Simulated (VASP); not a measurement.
Wanted: the native input for a VASP 6.6.1 run.

| Property | Result |
| --- | --- |
| Task | relaxation of cell and atoms |
| Functional | PBE |
| Potentials or basis | VASP PAW PBE potentials, release 64 (Ni) |
| Cutoff | 600 eV |
| k mesh | 6 × 6 × 6 |
| Occupations | gaussian, width 0.1 eV |
| Spin | collinear spin, ferromagnetic start |
| Starting moments | [0.82, 0.82] μB |
| Dipole correction | no |
| Further INCAR settings | ALGO = Fast; EDIFF = 1e-06; IBRION = 2; EDIFFG = -0.04; NSW = 90; ISIF = 3 |

The structure of Ni lies in POSCAR:

```
Ni
1.0
    0.0000000000      2.2962173274      2.2962173274
    2.2962173274      0.0000000000      2.2962173274
    2.2962173274      2.2962173274      0.0000000000
Ni
2
Direct
    0.5000000000      0.5000000000      0.5000000000
    0.7500000000      0.7500000000      0.7500000000
```

The input as run:

INCAR

```
PREC = Accurate
ENCUT = 600
EDIFF = 1E-6
ISMEAR = 0
SIGMA = 0.1
LREAL = F
LASPH = T
NELM = 150
ALGO = Fast
ISIF = 3
LWAVE = F
LCHARG = F
ISPIN = 2
MAGMOM = 0.82 0.82
LORBIT = 11
LMAXMIX = 4
GGA = PE
IBRION = 2
NSW = 90
EDIFFG = -0.04
```

KPOINTS

```
Automatic mesh
0
Gamma
  6 6 6
```

Potentials or basis: VASP PAW PBE potentials, release 64 (Ni).

Run with:

```console
$ cat potpaw_PBE.64/Ni/POTCAR > POTCAR
$ mpirun -np 1 vasp_std > vasp.out
```

It gave:

```json
{"Relaxed volume": "16.65 Å³/atom", "Relaxed cell": "a = 3.611 Å, b = 3.611 Å, c = 3.611 Å, α = 60.00°, β = 60.00°, γ = 60.00°", "Space group after relaxing (to 0.05 Å)": "Fd-3m (No. 227)", "Energy gained by relaxing": "586.1 meV/atom", "Ionic steps": "3", "Pressure after relaxing": "0.0 GPa", "Net moment": "-1.59 μB per cell", "Site moments": "Ni -0.80 μB", "Valence electrons inside the program's atomic spheres": "Ni 9.21"}
```

Caveat: the k points lie up to 0.36 Å⁻¹ apart in the final cell; the volume moved by over 15 % at a fixed basis, so the end points are rough.

It took 57 s on 1 thread of Intel Xeon 6975P-C, on a shared host, peak memory 0.17 GiB.
